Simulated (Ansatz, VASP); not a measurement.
## Two plane-wave programs on Cu

Contents of INCAR:

```
SYSTEM = Cu
PREC = Accurate
ENCUT = 600
EDIFF = 1E-6
ISMEAR = -1
SIGMA = 0.05
LREAL = .FALSE.
LASPH = .TRUE.
NELM = 120
ALGO = Normal
ISIF = 2
LWAVE = .FALSE.
LCHARG = .FALSE.
GGA = PE
NBANDS = 12
GGA_COMPAT = .FALSE.
```

File KPOINTS:

```
regular mesh
0
G
  11 11 11
  0 0 0
```

POSCAR

```
Cu
1.0
    0.0000000000      1.8135050275      1.8135050275
    1.8135050275      0.0000000000      1.8135050275
    1.8135050275      1.8135050275      0.0000000000
Cu
1
Direct
    0.0000000000      0.0000000000      0.0000000000
```

Input for Ansatz:

```yaml
crystal:
  lattice:
    - [0.0, 1.8135050275023263, 1.8135050275023263]
    - [1.8135050275023263, 0.0, 1.8135050275023263]
    - [1.8135050275023263, 1.8135050275023263, 0.0]
  atoms:
    - { symbol: Cu, position: [0.0, 0.0, 0.0] }
basis:
  ecutwfc: 435.382179935808
kpoints:
  mp_grid:
    grid: [11, 11, 11]
hamiltonian:
  xc: pbe
scf:
  occupations:
    method: fermi_dirac
    width: 0.05
output:
  stress: true
```

Alike in both runs: task single point; functional PBE; k mesh 11 × 11 × 11; occupations fermi-dirac, width 0.05 eV; no spin polarisation.

|  | VASP | Ansatz |
| --- | --- | --- |
| version | VASP 6.6.1 | Ansatz 0.2.0 |
| potentials or method | VASP PAW PBE potentials, release 64 (Cu), cutoff 600 eV | plane waves, PAW |
| valence electrons in the cell | 11 | 19 |

Ansatz gave:

```
pressure (GPa) : 0.0
```

Task: Which values does VASP return?

Result: Pressure (GPa): 0.6.

VASP's potentials hold 11 valence electrons a cell and Ansatz's 19, so a difference there can come from the potentials and not from the codes.
